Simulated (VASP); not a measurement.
# HfMoC2 (P4/mmm) in VASP: a series of runs

The runs below take HfMoC2 through single point, with PBEsol, PBEsol+U.

Everything below comes from runs of VASP 6.6.1. Logs are shortened: lines on timing, memory, paths and dates and some standing lists are left out, and cuts for length are marked.

## 1. The cell of the first run

Symmetry: P4/mmm, No. 123, tetragonal system. The conventional cell has a = 3.166 Å, b = 3.166 Å, c = 4.413 Å, α = 90.00°, β = 90.00°, γ = 90.00°. Hf (site symmetry 4/mmm) has 6 C at 2.21 to 2.24 Å within 2.9 Å. Within 2.9 Å of Mo (site symmetry 4/mmm) lie 6 C at 2.21 to 2.24 Å. Within 2.9 Å of C (site symmetry 4/mmm) lie 2 Mo at 2.21 Å and 4 Hf at 2.24 Å. Within 2.9 Å of C (site symmetry 4/mmm) lie 2 Hf at 2.21 Å and 4 Mo at 2.24 Å.

## 2. Single point, PBEsol

INCAR reads:

```
SYSTEM = HfMoC2
ALGO = Normal
EDIFF = 1E-6
ENCUT = 520
GGA = PS
ISIF = 2
ISMEAR = -1
LASPH = .TRUE.
LCHARG = .FALSE.
LREAL = .FALSE.
LWAVE = .FALSE.
NBANDS = 24
NELM = 80
PREC = Accurate
SIGMA = 0.05
```

KPOINTS reads:

```
k-points
0
G
  8 8 6
  0 0 0
```

POSCAR reads:

```
HfMoC2
1.0
    3.1660789392      0.0000000000      0.0000000000
    0.0000000000      3.1660789392      0.0000000000
    0.0000000000      0.0000000000      4.4134515256
Hf Mo C
1 1 2
Direct
    0.0000000000      0.0000000000      0.0000000000
    0.5000000000      0.5000000000      0.5000000000
    0.5000000000      0.5000000000      0.0000000000
    0.0000000000      0.0000000000      0.5000000000
```

Potentials or basis: VASP PAW PBE potentials, release 64 (Hf_pv, Mo_sv, C).

Started as:

```console
> cat potpaw_PBE.64/Hf_pv/POTCAR potpaw_PBE.64/Mo_sv/POTCAR potpaw_PBE.64/C/POTCAR > POTCAR
> mpirun -np 1 vasp_std > vasp.out
```

OUTCAR:

```text
SYSTEM = HfMoC2
   EDIFF = 1E-6
   ENCUT = 520
   GGA = PS
   ISIF = 2
   ISMEAR = -1
   LASPH = .TRUE.
   LREAL = .FALSE.
   NELM = 80
   PREC = Accurate

 ion  position               nearest neighbor table
   1  0.000  0.000  0.000-   4 2.21   4 2.21   3 2.24   3 2.24   3 2.24   3 2.24   2 3.14   2 3.14
                             2 3.14   2 3.14   2 3.14   2 3.14   2 3.14   2 3.14
   2  0.500  0.500  0.500-   3 2.21   3 2.21   4 2.24   4 2.24   4 2.24   4 2.24   1 3.14   1 3.14
                             1 3.14   1 3.14   1 3.14   1 3.14   1 3.14   1 3.14
   3  0.500  0.500  0.000-   2 2.21   2 2.21   1 2.24   1 2.24   1 2.24   1 2.24
   4  0.000  0.000  0.500-   1 2.21   1 2.21   2 2.24   2 2.24   2 2.24   2 2.24

  LATTYP: Found a simple tetragonal cell.
 ALAT       =     3.1660789392
 C/A-ratio  =     1.3939802546

  Lattice vectors:

 A1 = (   3.1660789392,   0.0000000000,   0.0000000000)
 A2 = (   0.0000000000,   3.1660789392,   0.0000000000)
 A3 = (   0.0000000000,   0.0000000000,   4.4134515256)

Analysis of symmetry for initial positions (statically):
=====================================================================
 Subroutine PRICEL returns:
 Original cell was already a primitive cell.

 Routine SETGRP: Setting up the symmetry group for a
 simple tetragonal supercell.

 Subroutine GETGRP returns: Found 16 space group operations
 (whereof 16 operations were pure point group operations)
 out of a pool of 16 trial point group operations.

The static configuration has the point symmetry D_4h.

Analysis of symmetry for dynamics (positions and initial velocities):
=====================================================================
 Subroutine PRICEL returns:
 Original cell was already a primitive cell.

 Routine SETGRP: Setting up the symmetry group for a
 simple tetragonal supercell.

 Subroutine GETGRP returns: Found 16 space group operations
 (whereof 16 operations were pure point group operations)
 out of a pool of 16 trial point group operations.

The dynamic configuration has the point symmetry D_4h.

 Subroutine INISYM returns: Found 16 space group operations
 (whereof 16 operations are pure point group operations),
 and found     1 'primitive' translations

----------------------------------------------------------------------------------------

                                     Primitive cell

  volume of cell :      44.2407

  direct lattice vectors                    reciprocal lattice vectors
     3.166078939  0.000000000  0.000000000     0.315848095  0.000000000  0.000000000
     0.000000000  3.166078939  0.000000000     0.000000000  0.315848095  0.000000000
     0.000000000  0.000000000  4.413451526     0.000000000  0.000000000  0.226580035

  length of vectors
     3.166078939  3.166078939  4.413451526     0.315848095  0.315848095  0.226580035

  position of ions in fractional coordinates (direct lattice)
     0.000000000  0.000000000  0.000000000
     0.500000000  0.500000000  0.500000000
     0.500000000  0.500000000  0.000000000
     0.000000000  0.000000000  0.500000000

  ion indices of the primitive-cell ions
   primitive index   ion index
                 1           1
                 2           2
                 3           3
                 4           4

----------------------------------------------------------------------------------------

 KPOINTS: k-points

Automatic generation of k-mesh.
 Grid dimensions read from file:
 generate k-points for:    8    8    6

 Generating k-lattice:

  Cartesian coordinates                     Fractional coordinates (reciprocal lattice)
     0.039481012  0.000000000  0.000000000     0.125000000  0.000000000  0.000000000
     0.000000000  0.039481012  0.000000000     0.000000000  0.125000000  0.000000000
     0.000000000  0.000000000  0.037763339     0.000000000  0.000000000  0.166666667

  Length of vectors
     0.039481012  0.039481012  0.037763339

  Shift w.r.t. Gamma in fractional coordinates (k-lattice)
     0.000000000  0.000000000  0.000000000

 Subroutine IBZKPT returns following result:
 ===========================================

 Found     60 irreducible k-points:

 Following reciprocal coordinates:
            Coordinates               Weight
  0.000000  0.000000  0.000000      1.000000
  0.125000  0.000000  0.000000      4.000000
  0.250000  0.000000  0.000000      4.000000
  0.375000  0.000000  0.000000      4.000000
  0.500000  0.000000  0.000000      2.000000
  0.125000  0.125000  0.000000      4.000000
[... 16 lines left out ...]
  0.375000  0.125000  0.166667     16.000000
  0.500000  0.125000  0.166667      8.000000
 [... further k-points ...]
   k-points           NKPTS =     60   k-points in BZ     NKDIM =     60   number of bands    NBANDS=     24
   number of dos      NEDOS =    301   number of ions     NIONS =      4
   total plane-waves  NPLWV =  20736
   dimension x,y,z NGX =    24 NGY =   24 NGZ =   36
   dimension x,y,z NGXF=    48 NGYF=   48 NGZF=   72
   ions per type =               1   1   2
   NGX,Y,Z   is equivalent  to a cutoff of  12.60, 12.60, 13.56 a.u.
   NGXF,Y,Z  is equivalent  to a cutoff of  25.20, 25.20, 27.12 a.u.
 SYSTEM =  HfMoC2
   PREC   = accura    normal or accurate (medium, high low for compatibility)
   ISTART =      0    job   : 0-new  1-cont  2-samecut
   ICHARG =      2    charge: 1-file 2-atom 10-const
   ISPIN  =      1    spin polarized calculation?
   LNONCOLLINEAR =      F non collinear calculations
   LSORBIT =      F    spin-orbit coupling
   LASPH  =      T    aspherical Exc in radial PAW
   ENCUT  =  520.0 eV  38.22 Ry    6.18 a.u.   5.89  5.89  8.21*2*pi/ulx,y,z
   NELM   =     80;   NELMIN=  2; NELMDL= -5     # of ELM steps
   EDIFF  = 0.1E-05   stopping-criterion for ELM
   LREAL  =      F    real-space projection
   EDIFFG = 0.1E-04   stopping-criterion for IOM
   NSW    =      0    number of steps for IOM
   IBRION =     -1    ionic relax: 0-MD 1-quasi-New 2-CG
   NFREE  =      0    steps in history (QN), initial steepest desc. (CG)
   ISIF   =      2    stress and relaxation
   ISYM   =      2    0-nonsym 1-usesym 2-fastsym
   POTIM  = 0.5000    time-step for ionic-motion
   TEBEG  =    0.0;   TEEND  =   0.0 temperature during run
   PSTRESS=    0.0 pullay stress
   NELECT =      32.0000    total number of electrons
   NUPDOWN=      -1.0000    fix difference up-down
   EMIN   =  10.00;   EMAX   =-10.00  energy-range for DOS
   EFERMI =   0.00;   METHOD = LEGACY
   ISMEAR =    -1;   SIGMA  =   0.05  broadening in eV -4-tet -1-fermi 0-gaus
   EFERMI_NEDOS =   21; number of points for ismear=-14 and -15
   IALGO  =     38    algorithm
   IMIX   =      4    mixing-type and parameters
     AMIX     =   0.40;   BMIX     =  1.00
     AMIX_MAG =   1.60;   BMIX_MAG =  1.00
  volume/ion in A,a.u.               =      11.06        74.64
  Fermi-wavevector in a.u.,A,eV,Ry     =   1.469549  2.777046 29.382811  2.159576
  Thomas-Fermi vector in A             =   2.584913
   LORBIT       =      0    0 simple, 1 ext, 2 COOP (PROOUT), +10 PAW based schemes
   GGA     = PS    functional components
   LHFCALC =     F    Hartree Fock is set to
   AEXX    =    0.0000 exact exchange contribution
   IVDW    =     0    specifies the selected vdW correction
   LEPSILON=     F    determine dielectric tensor
   LRPA    =     F    only Hartree local field effects (RPA)
 non-spin polarized calculation
  energy-cutoff  :      520.00
  volume of cell :       44.24
 maximum number of plane-waves:      1212
 NGX is ok and might be reduce to    24
   NGX = 11   NGY = 11   NGZ = 17

 number of electron      32.0000000 magnetization

 Free energy of the ion-electron system (eV)
  ---------------------------------------------------
  ext. energy  EPLUGINS =         0.00000000
  ---------------------------------------------------
  free energy    TOTEN  =       -43.38827185 eV

  energy without entropy =      -43.37866045  energy(sigma->0) =      -43.38346615

 E-fermi :   9.6478     XC(G=0): -13.2167

 val. band max:        9.6414678346   @ k =   0.5000   0.0000   0.1667
 cond. band min:       9.6530380001   @ k =   0.1250   0.1250   0.5000
 fundamental gap:      0.0115701655
 Fermi energy:         9.6477919602

 k-point     1 :       0.0000    0.0000    0.0000
  band No.  band energies     occupation
      1     -52.2514      2.00000
      2     -26.3582      2.00000
      3     -26.2808      2.00000
      4     -26.2808      2.00000
      5     -20.5705      2.00000
      6     -20.2437      2.00000
[... 16 lines left out ...]
     23      14.3947      0.00000
     24      14.3947      0.00000

 k-point     2 :       0.1250    0.0000    0.0000
  band No.  band energies     occupation
      1     -52.2484      2.00000
      2     -26.3523      2.00000
      3     -26.3219      2.00000
      4     -26.2754      2.00000
      5     -20.5664      2.00000
      6     -20.3315      2.00000
[... 16 lines left out ...]
     23      14.3466      0.00000
     24      15.1748      0.00000

 k-point     3 :       0.2500    0.0000    0.0000
  band No.  band energies     occupation
      1     -52.2413      2.00000
      2     -26.4199      2.00000
      3     -26.3381      2.00000
      4     -26.2622      2.00000
      5     -20.5566      2.00000
      6     -20.5373      2.00000
[... 16 lines left out ...]
     23      14.2309      0.00000
     24      17.3048      0.00000

 k-point     4 :       0.3750    0.0000    0.0000
  band No.  band energies     occupation
      1     -52.2342      2.00000
      2     -26.5163      2.00000
      3     -26.3238      2.00000
      4     -26.2490      2.00000
      5     -20.7349      2.00000
      6     -20.5468      2.00000
[... 16 lines left out ...]
     23      15.9640      0.00000
     24      16.8460      0.00000

 k-point     5 :       0.5000    0.0000    0.0000
  band No.  band energies     occupation
      1     -52.2312      2.00000
      2     -26.5558      2.00000
      3     -26.3179      2.00000
      4     -26.2435      2.00000
      5     -20.8145      2.00000
      6     -20.5428      2.00000
[... 16 lines left out ...]
     23      16.6579      0.00000
     24      16.9697      0.00000

 k-point     6 :       0.1250    0.1250    0.0000
  band No.  band energies     occupation
      1     -52.2455      2.00000
      2     -26.3467      2.00000
      3     -26.3172      2.00000
      4     -26.3155      2.00000
      5     -20.5617      2.00000
      6     -20.3283      2.00000
[... 16 lines left out ...]
     23      14.2074      0.00000
     24      15.5695      0.00000
[... 379 lines left out ...]
 k-point    21 :       0.1250    0.1250    0.1667
  band No.  band energies     occupation
      1     -52.2455      2.00000
      2     -26.3472      2.00000
      3     -26.3174      2.00000
      4     -26.3148      2.00000
      5     -20.5726      2.00000
      6     -20.3260      2.00000
[... 16 lines left out ...]
     23      14.3665      0.00000
     24      15.5775      0.00000

 k-point    22 :       0.2500    0.1250    0.1667
  band No.  band energies     occupation
      1     -52.2384      2.00000
      2     -26.4152      2.00000
      3     -26.3350      2.00000
      4     -26.3028      2.00000
      5     -20.5582      2.00000
      6     -20.5184      2.00000
[... 16 lines left out ...]
     23      14.7472      0.00000
     24      17.0556      0.00000

 k-point    23 :       0.3750    0.1250    0.1667
  band No.  band energies     occupation
      1     -52.2312      2.00000
      2     -26.5123      2.00000
      3     -26.3233      2.00000
      4     -26.2894      2.00000
      5     -20.7124      2.00000
      6     -20.5406      2.00000
[... 16 lines left out ...]
     23      15.6053      0.00000
     24      18.0012      0.00000

 k-point    24 :       0.5000    0.1250    0.1667
  band No.  band energies     occupation
      1     -52.2282      2.00000
      2     -26.5521      2.00000
      3     -26.3185      2.00000
      4     -26.2838      2.00000
      5     -20.7898      2.00000
      6     -20.5343      2.00000
[... 16 lines left out ...]
     23      16.0528      0.00000
     24      17.9216      0.00000

 [... further k-points ...]

------------------------ aborting loop because EDIFF is reached ----------------------------------------

  FORCE on cell =-STRESS in cart. coord.  units (eV):
  Direction    XX          YY          ZZ          XY          YZ          ZX
  --------------------------------------------------------------------------------------
  -------------------------------------------------------------------------------------
  Total        0.0463146      0.0463146      0.0647243      0.0000000      0.0000000      0.0000000
  in kB        1.6772845      1.6772845      2.3439917      0.0000000      0.0000000      0.0000000
  external PRESSURE =       1.8995203 kB  Pullay stress =       0.0000000 kB

 VOLUME and BASIS-vectors are now :
 -----------------------------------------------------------------------------
  energy-cutoff  :      520.00
  volume of cell :       44.24
      direct lattice vectors                 reciprocal lattice vectors
     3.166078939  0.000000000  0.000000000     0.315848095  0.000000000  0.000000000
     0.000000000  3.166078939  0.000000000     0.000000000  0.315848095  0.000000000
     0.000000000  0.000000000  4.413451526     0.000000000  0.000000000  0.226580035

 POSITION                                       TOTAL-FORCE (eV/Angst)
 -----------------------------------------------------------------------------------
      0.00000      0.00000      0.00000         0.000000      0.000000      0.000000
      1.58304      1.58304      2.20673         0.000000      0.000000      0.000000
      1.58304      1.58304      0.00000         0.000000      0.000000      0.000000
      0.00000      0.00000      2.20673         0.000000      0.000000      0.000000
 -----------------------------------------------------------------------------------
    total drift:                                0.000000     -0.000000     -0.000000

  FREE ENERGIE OF THE ION-ELECTRON SYSTEM (eV)
  ---------------------------------------------------
  free  energy   TOTEN  =       -43.3882718454 eV

  energy  without entropy=      -43.3786604530  energy(sigma->0) =      -43.38346615
```

It took 67 s on 1 thread of Intel Xeon 8259CL, shared host; peak memory 0.2 GiB.

Results:

```
Free energy            : -43.3883 eV
Pressure               : 0.2 GPa
Band gap on the k mesh : zero (bands 16 and 17 overlap by 2.79 eV)
```

Caveat: the PAW data sets were made with another functional, which shifts forces and pressure a little; spin-orbit coupling is left out, which moves the levels of the heavy elements.

(Part 1 of 3 ends here.)

The gap in the log of VASP goes by the Fermi energy; the results here count the filled bands.